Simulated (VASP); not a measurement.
# Pt (R-3m) in VASP: notebook

Pt is run at these levels: PBEsol; tasks: single point.

Program: VASP 6.6.1. These are calculated values, not measurements. Logs are shortened: lines on timing, memory, paths and dates and some standing lists are left out, and cuts for length are marked.

**1. The cell of the first run**

The structure is trigonal, space group R-3m (No. 166). The conventional cell has a = 3.996 Å, b = 3.996 Å, c = 3.450 Å, α = 90.00°, β = 90.00°, γ = 120.00°. Within 3.4 Å of Pt (site symmetry -3m) lie 12 Pt at 2.58 to 3.26 Å.

**2. Single point, PBEsol**

INCAR

```
PREC = Accurate
ENCUT = 520
EDIFF = 1E-6
ISMEAR = 0
SIGMA = 0.15
LREAL = False
LASPH = True
NELM = 100
ALGO = Fast
ISIF = 2
LWAVE = False
LCHARG = False
GGA = PS
NBANDS = 11
```

KPOINTS

```
regular mesh
0
Gamma
  24 24 24
```

POSCAR

```
Pt
1.0
   -1.2197035754      1.6058645529      1.6058645529
    1.6058645529     -1.2197035754      1.6058645529
    1.6058645529      1.6058645529     -1.2197035754
Pt
1
Direct
    0.0000000000      0.0000000000      0.0000000000
```

Potentials or basis: VASP PAW PBE potentials, release 64 (Pt).

Launch:

```
> cat potpaw_PBE.64/Pt/POTCAR > POTCAR
> mpirun -np 1 vasp_std > vasp.out
```

OUTCAR:

```text
PREC = Accurate
   ENCUT = 520
   EDIFF = 1E-6
   ISMEAR = 0
   LREAL = False
   LASPH = True
   NELM = 100
   ISIF = 2
   GGA = PS

 ion  position               nearest neighbor table
   1  0.000  0.000  0.000-

  LATTYP: Found a trigonal (rhomboedric) cell.
 ALAT       =     2.5778438154
 COS(alpha) =    -0.2014297014

  Lattice vectors:

 A1 = (  -1.2197035754,   1.6058645529,   1.6058645529)
 A2 = (   1.6058645529,  -1.2197035754,   1.6058645529)
 A3 = (   1.6058645529,   1.6058645529,  -1.2197035754)

Analysis of symmetry for initial positions (statically):
=====================================================================
 Subroutine PRICEL returns:
 Original cell was already a primitive cell.

 Routine SETGRP: Setting up the symmetry group for a
 trigonal (rhombohedral) supercell.

 Subroutine GETGRP returns: Found 12 space group operations
 (whereof 12 operations were pure point group operations)
 out of a pool of 12 trial point group operations.

The static configuration has the point symmetry D_3d.

Analysis of symmetry for dynamics (positions and initial velocities):
=====================================================================
 Subroutine PRICEL returns:
 Original cell was already a primitive cell.

 Routine SETGRP: Setting up the symmetry group for a
 trigonal (rhombohedral) supercell.

 Subroutine GETGRP returns: Found 12 space group operations
 (whereof 12 operations were pure point group operations)
 out of a pool of 12 trial point group operations.

The dynamic configuration has the point symmetry D_3d.

 Subroutine INISYM returns: Found 12 space group operations
 (whereof 12 operations are pure point group operations),
 and found     1 'primitive' translations

----------------------------------------------------------------------------------------

                                     Primitive cell

  volume of cell :      15.9040

  direct lattice vectors                    reciprocal lattice vectors
    -1.219703575  1.605864553  1.605864553    -0.068606885  0.285304242  0.285304242
     1.605864553 -1.219703575  1.605864553     0.285304242 -0.068606885  0.285304242
     1.605864553  1.605864553 -1.219703575     0.285304242  0.285304242 -0.068606885

  length of vectors
     2.577843815  2.577843815  2.577843815     0.409272434  0.409272434  0.409272434

  position of ions in fractional coordinates (direct lattice)
     0.000000000  0.000000000  0.000000000

  ion indices of the primitive-cell ions
   primitive index   ion index
                 1           1

----------------------------------------------------------------------------------------

 KPOINTS: regular mesh

Automatic generation of k-mesh.
 Grid dimensions read from file:
 generate k-points for:   24   24   24

 Generating k-lattice:

  Cartesian coordinates                     Fractional coordinates (reciprocal lattice)
    -0.002858620  0.011887677  0.011887677     0.041666667  0.000000000  0.000000000
     0.011887677 -0.002858620  0.011887677     0.000000000  0.041666667  0.000000000
     0.011887677  0.011887677 -0.002858620     0.000000000  0.000000000  0.041666667

  Length of vectors
     0.017053018  0.017053018  0.017053018

  Shift w.r.t. Gamma in fractional coordinates (k-lattice)
     0.000000000  0.000000000  0.000000000

 Subroutine IBZKPT returns following result:
 ===========================================

 Found   1313 irreducible k-points:

 Following reciprocal coordinates:
            Coordinates               Weight
  0.000000  0.000000  0.000000      1.000000
  0.041667  0.000000  0.000000      6.000000
  0.083333  0.000000  0.000000      6.000000
  0.125000  0.000000  0.000000      6.000000
  0.166667  0.000000  0.000000      6.000000
  0.208333  0.000000  0.000000      6.000000
[... 16 lines left out ...]
  0.416667  0.041667  0.000000     12.000000
  0.458333  0.041667  0.000000     12.000000
 [... further k-points ...]
   k-points           NKPTS =   1313   k-points in BZ     NKDIM =   1313   number of bands    NBANDS=     11
   number of dos      NEDOS =    301   number of ions     NIONS =      1
   total plane-waves  NPLWV =   8000
   dimension x,y,z NGX =    20 NGY =   20 NGZ =   20
   dimension x,y,z NGXF=    40 NGYF=   40 NGZF=   40
   ions per type =               1
   NGX,Y,Z   is equivalent  to a cutoff of  12.90, 12.90, 12.90 a.u.
   NGXF,Y,Z  is equivalent  to a cutoff of  25.80, 25.80, 25.80 a.u.
 SYSTEM =  unknown system
   PREC   = accura    normal or accurate (medium, high low for compatibility)
   ISTART =      0    job   : 0-new  1-cont  2-samecut
   ICHARG =      2    charge: 1-file 2-atom 10-const
   ISPIN  =      1    spin polarized calculation?
   LNONCOLLINEAR =      F non collinear calculations
   LSORBIT =      F    spin-orbit coupling
   LASPH  =      T    aspherical Exc in radial PAW
   ENCUT  =  520.0 eV  38.22 Ry    6.18 a.u.   4.79  4.79  4.79*2*pi/ulx,y,z
   NELM   =    100;   NELMIN=  2; NELMDL= -5     # of ELM steps
   EDIFF  = 0.1E-05   stopping-criterion for ELM
   LREAL  =      F    real-space projection
   EDIFFG = 0.1E-04   stopping-criterion for IOM
   NSW    =      0    number of steps for IOM
   IBRION =     -1    ionic relax: 0-MD 1-quasi-New 2-CG
   NFREE  =      0    steps in history (QN), initial steepest desc. (CG)
   ISIF   =      2    stress and relaxation
   ISYM   =      2    0-nonsym 1-usesym 2-fastsym
   POTIM  = 0.5000    time-step for ionic-motion
   TEBEG  =    0.0;   TEEND  =   0.0 temperature during run
   PSTRESS=    0.0 pullay stress
   NELECT =      10.0000    total number of electrons
   NUPDOWN=      -1.0000    fix difference up-down
   EMIN   =  10.00;   EMAX   =-10.00  energy-range for DOS
   EFERMI =   0.00;   METHOD = LEGACY
   ISMEAR =     0;   SIGMA  =   0.15  broadening in eV -4-tet -1-fermi 0-gaus
   EFERMI_NEDOS =   21; number of points for ismear=-14 and -15
   IALGO  =     68    algorithm
   IMIX   =      4    mixing-type and parameters
     AMIX     =   0.40;   BMIX     =  1.00
     AMIX_MAG =   1.60;   BMIX_MAG =  1.00
  volume/ion in A,a.u.               =      15.90       107.33
  Fermi-wavevector in a.u.,A,eV,Ry     =   1.402510  2.650360 26.763132  1.967035
  Thomas-Fermi vector in A             =   2.525265
   LORBIT       =      0    0 simple, 1 ext, 2 COOP (PROOUT), +10 PAW based schemes
   GGA     = PS    functional components
   LHFCALC =     F    Hartree Fock is set to
   AEXX    =    0.0000 exact exchange contribution
   IVDW    =     0    specifies the selected vdW correction
   LEPSILON=     F    determine dielectric tensor
   LRPA    =     F    only Hartree local field effects (RPA)
 non-spin polarized calculation
 RMM-DIIS sequential band-by-band and
 Gauss-broadening in eV      SIGMA  =   0.15
  energy-cutoff  :      520.00
  volume of cell :       15.90
 maximum number of plane-waves:       448
   NGX =  9   NGY =  9   NGZ =  9

 number of electron      10.0000000 magnetization

 Free energy of the ion-electron system (eV)
  ---------------------------------------------------
  ext. energy  EPLUGINS =         0.00000000
  ---------------------------------------------------
  free energy    TOTEN  =        -6.43707723 eV

  energy without entropy =       -6.41938186  energy(sigma->0) =       -6.42822954

 E-fermi :   9.8672     XC(G=0): -13.2271

 val. band max:        9.8658681309   @ k =  -0.3750  -0.4167   0.1250
 cond. band min:       9.8680410462   @ k =   0.1250   0.0417   0.0000
 fundamental gap:      0.0021729153
 Fermi energy:         9.8672446247

 k-point     1 :       0.0000    0.0000    0.0000
  band No.  band energies     occupation
      1       0.4335      2.00000
      2       4.4179      2.00000
      3       4.4179      2.00000
      4       9.2123      2.00000
      5       9.9391      0.49792
      6       9.9391      0.49789
      7      25.3312      0.00000
      8      25.3312      0.00000
      9      30.3753      0.00000
     10      31.7169      0.00000
     11      35.6974      0.00000

 k-point     2 :       0.0417    0.0000    0.0000
  band No.  band energies     occupation
      1       0.4922      2.00000
      2       4.4207      2.00000
      3       4.4557      2.00000
      4       9.1995      2.00000
      5       9.9123      0.67105
      6       9.9239      0.59330
      7      25.3206      0.00000
      8      25.3973      0.00000
      9      29.9755      0.00000
     10      31.7097      0.00000
     11      36.0181      0.00000

 k-point     3 :       0.0833    0.0000    0.0000
  band No.  band energies     occupation
      1       0.6644      2.00000
      2       4.4280      2.00000
      3       4.5685      2.00000
      4       9.1590      2.00000
      5       9.8362      1.23056
      6       9.8883      0.84300
      7      25.1800      0.00000
      8      25.5864      0.00000
      9      29.2341      0.00000
     10      31.6485      0.00000
     11      35.7568      0.00000

 k-point     4 :       0.1250    0.0000    0.0000
  band No.  band energies     occupation
      1       0.9375      2.00000
      2       4.4377      2.00000
      3       4.7561      2.00000
      4       9.0893      2.00000
      5       9.7232      1.82554
      6       9.8549      1.09252
      7      24.6361      0.00000
      8      25.8702      0.00000
      9      28.8221      0.00000
     10      31.4394      0.00000
     11      35.4111      0.00000

 k-point     5 :       0.1667    0.0000    0.0000
  band No.  band energies     occupation
      1       1.2898      2.00000
      2       4.4464      2.00000
      3       5.0182      2.00000
      4       9.0023      2.00000
      5       9.5906      1.99091
      6       9.8418      1.18945
      7      23.6081      0.00000
      8      26.1971      0.00000
      9      28.9473      0.00000
     10      31.0540      0.00000
     11      35.4763      0.00000
[... 211 lines left out ...]
 k-point    21 :       0.3333    0.0417    0.0000
  band No.  band energies     occupation
      1       2.8492      2.00000
      2       4.4139      2.00000
      3       7.0157      2.00000
      4       9.0067      2.00000
      5       9.2944      2.00000
      6       9.9664      0.34969
      7      18.0067      0.00000
      8      25.8520      0.00000
      9      28.7218      0.00000
     10      31.6429      0.00000
     11      35.7618      0.00000

 k-point    22 :       0.3750    0.0417    0.0000
  band No.  band energies     occupation
      1       3.0326      2.00000
      2       4.3987      2.00000
      3       7.7322      2.00000
      4       9.0061      2.00000
      5       9.2660      2.00000
      6      10.0119      0.17258
      7      16.9479      0.00000
      8      25.5903      0.00000
      9      28.4082      0.00000
     10      32.2734      0.00000
     11      35.7522      0.00000

 k-point    23 :       0.4167    0.0417    0.0000
  band No.  band energies     occupation
      1       3.1479      2.00000
      2       4.3870      2.00000
      3       8.3613      2.00000
      4       8.9651      2.00000
      5       9.3321      2.00000
      6      10.0478      0.08862
      7      16.0946      0.00000
      8      25.3851      0.00000
      9      28.0882      0.00000
     10      32.9222      0.00000
     11      35.7856      0.00000

 k-point    24 :       0.4583    0.0417    0.0000
  band No.  band energies     occupation
      1       3.2113      2.00000
      2       4.3830      2.00000
      3       8.5705      2.00000
      4       8.9793      2.00000
      5       9.5612      1.99609
      6      10.0822      0.04266
      7      15.5373      0.00000
      8      25.2823      0.00000
      9      27.9071      0.00000
     10      33.3441      0.00000
     11      35.7879      0.00000

 [... further k-points ...]

------------------------ aborting loop because EDIFF is reached ----------------------------------------

  FORCE on cell =-STRESS in cart. coord.  units (eV):
  Direction    XX          YY          ZZ          XY          YZ          ZX
  --------------------------------------------------------------------------------------
  -------------------------------------------------------------------------------------
  Total        1.0144925      1.0144925      1.0144925     -0.4991343     -0.4991343     -0.4991343
  in kB      102.2004820    102.2004820    102.2004820    -50.2830395    -50.2830395    -50.2830395
  external PRESSURE =     102.2004820 kB  Pullay stress =       0.0000000 kB

 VOLUME and BASIS-vectors are now :
 -----------------------------------------------------------------------------
  energy-cutoff  :      520.00
  volume of cell :       15.90
      direct lattice vectors                 reciprocal lattice vectors
    -1.219703575  1.605864553  1.605864553    -0.068606885  0.285304242  0.285304242
     1.605864553 -1.219703575  1.605864553     0.285304242 -0.068606885  0.285304242
     1.605864553  1.605864553 -1.219703575     0.285304242  0.285304242 -0.068606885

 POSITION                                       TOTAL-FORCE (eV/Angst)
 -----------------------------------------------------------------------------------
      0.00000      0.00000      0.00000        -0.000000      0.000000     -0.000000
 -----------------------------------------------------------------------------------
    total drift:                                0.000000     -0.000000      0.000000

  FREE ENERGIE OF THE ION-ELECTRON SYSTEM (eV)
  ---------------------------------------------------
  free  energy   TOTEN  =        -6.4370772309 eV

  energy  without entropy=       -6.4193818566  energy(sigma->0) =       -6.42822954
```

Run time: 79 s. Hardware: 1 thread of Intel Xeon 6975P-C (Granite Rapids), shared host; peak memory 0.33 GiB.

Results:

```yaml
Free_energy: -6.4371 eV
Pressure: 10.2 GPa
Band_gap_on_the_k_mesh: zero (band 5 reaches 12.00 eV, above the bottom of band 6 at 9.03 eV)
```

Caveat: the PAW data sets were made with another functional, which shifts forces and pressure a little; spin-orbit coupling is left out, which moves the levels of the heavy elements.

**3. Single point, PBEsol**

This run uses another cell than the first one, of the same volume but with other edges.

INCAR

```
  PREC = Accurate
  ENCUT = 520
  EDIFF = 1E-6
  ISMEAR = 0
  SIGMA = 0.15
  LREAL = F
  LASPH = T
  NELM = 60
  ALGO = Fast
  ISIF = 2
  LWAVE = F
  LCHARG = F
  GGA = PS
  NBANDS = 11
```

KPOINTS

```
Automatic mesh
0
Gamma
  24 24 24
```

POSCAR

```
Pt
1.0
   -2.1287405708      1.6278604365      1.6278604365
    1.6278604365     -2.1287405708      1.6278604365
    1.6278604365      1.6278604365     -2.1287405708
Pt
1
Direct
    0.0000000000      0.0000000000      0.0000000000
```

Potentials or basis: VASP PAW PBE potentials, release 64 (Pt).

Launch:

```
> cat potpaw_PBE.64/Pt/POTCAR > POTCAR
> mpirun -np 1 vasp_std > vasp.out
```

Run time: 75 s. Hardware: 1 thread of Intel Xeon 6975P-C (Granite Rapids), shared host; peak memory 0.34 GiB.

The run converged. Its results:

```
Free energy            : -2.1164 eV
Pressure               : 120.8 GPa
Band gap on the k mesh : zero (band 5 reaches 13.06 eV, above the bottom of band 6 at 7.15 eV)
```

Stress tensor (GPa, compression positive):
```
120.78 123.88 123.88
123.88 120.78 123.88
123.88 123.88 120.78
```

Levels at points of the mesh, in eV from the Fermi level:
| k point | band 1 | band 2 | band 3 | band 4 | band 5 | band 6 | band 7 | band 8 | band 9 | band 10 |
| --- | --- | --- | --- | --- | --- | --- | --- | --- | --- | --- |
| (0.00, 0.00, 0.00) | -12.60 | -9.70 | -5.26 | -5.26 | 1.88 | 1.88 | 11.22 | 13.40 | 13.40 | 22.18 |
| (0.50, 0.00, 0.00) | -10.00 | -9.28 | -2.44 | -1.96 | -0.05 | 3.79 | 12.16 | 14.53 | 16.02 | 20.78 |
| (0.50, 0.50, 0.00) | -12.59 | -7.46 | -2.85 | -2.39 | 0.02 | 1.93 | 2.08 | 7.75 | 17.01 | 22.36 |
| (0.50, 0.50, 0.50) | -10.10 | -10.10 | -1.60 | -1.60 | 1.91 | 8.71 | 8.71 | 10.48 | 16.72 | 16.72 |

Caveat: the PAW data sets were made with another functional, which shifts forces and pressure a little; spin-orbit coupling is left out, which moves the levels of the heavy elements.

**4. Single point, PBEsol**

This run uses another cell than the first one, of the same volume but with other edges.

INCAR

```
  ALGO = Fast
  EDIFF = 1E-6
  ENCUT = 520
  GGA = PS
  ISIF = 2
  ISMEAR = 0
  LASPH = True
  LCHARG = False
  LREAL = False
  LWAVE = False
  NBANDS = 11
  NELM = 100
  PREC = Accurate
  SIGMA = 0.15
```

KPOINTS

```
k-points
0
Gamma
  24 24 24
```

POSCAR

```
Pt
1.0
   -1.7560295328      1.5887886249      1.5887886249
    1.5887886249     -1.7560295328      1.5887886249
    1.5887886249      1.5887886249     -1.7560295328
Pt
1
Direct
    0.0000000000      0.0000000000      0.0000000000
```

Launch:

```
> cat potpaw_PBE.64/Pt/POTCAR > POTCAR
> mpirun -np 1 vasp_std > vasp.out
```

Wall time 71 s (1 thread of Intel Xeon 6975P-C (Granite Rapids), shared host); peak memory 0.35 GiB.

It converged, with:

```
Free energy            : -6.5072 eV
Pressure               : 0.4 GPa
Band gap on the k mesh : zero (band 5 reaches 11.63 eV, above the bottom of band 6 at 8.27 eV)
```

Stress tensor (GPa, compression positive):
```
 0.41 21.53 21.53
21.53  0.41 21.53
21.53 21.53  0.41
```

Levels at points of the mesh, in eV from the Fermi level:
```
           k point  band 3  band 4  band 5  band 6  band 7  band 8
(0.00, 0.00, 0.00)   -3.08   -3.08   -0.51   -0.51   15.27   17.46
(0.50, 0.00, 0.00)   -1.48   -1.38    1.12    1.13    8.25   12.70
(0.50, 0.50, 0.00)   -0.50   -0.43   -0.17    0.70    4.81   12.19
(0.50, 0.50, 0.50)   -0.15   -0.15    1.67    7.73    7.73    7.95
```

Caveat: the PAW data sets were made with another functional, which shifts forces and pressure a little; spin-orbit coupling is left out, which moves the levels of the heavy elements.

**5. Overview**

| cell | gap on the mesh (eV) | pressure (GPa) |
| --- | --- | --- |
| a = 2.578 Å, angles 101.6°, 1 atom | none | 10.2 |
| a = 3.136 Å, angles 115.8°, 1 atom | none | 120.8 |
| a = 2.852 Å, angles 112.1°, 1 atom | none | 0.4 |

Alike in all rows: task single point; level PBEsol; potentials or basis VASP PAW PBE potentials, release 64 (Pt); no spin polarisation; k mesh 24 × 24 × 24; cutoff (eV) 520; smearing gaussian 0.15 eV.

Caveats: the PAW data sets were made with another functional, which shifts forces and pressure a little; spin-orbit coupling is left out, which moves the levels of the heavy elements.

Absolute energies hang on the potentials; compare differences alone.
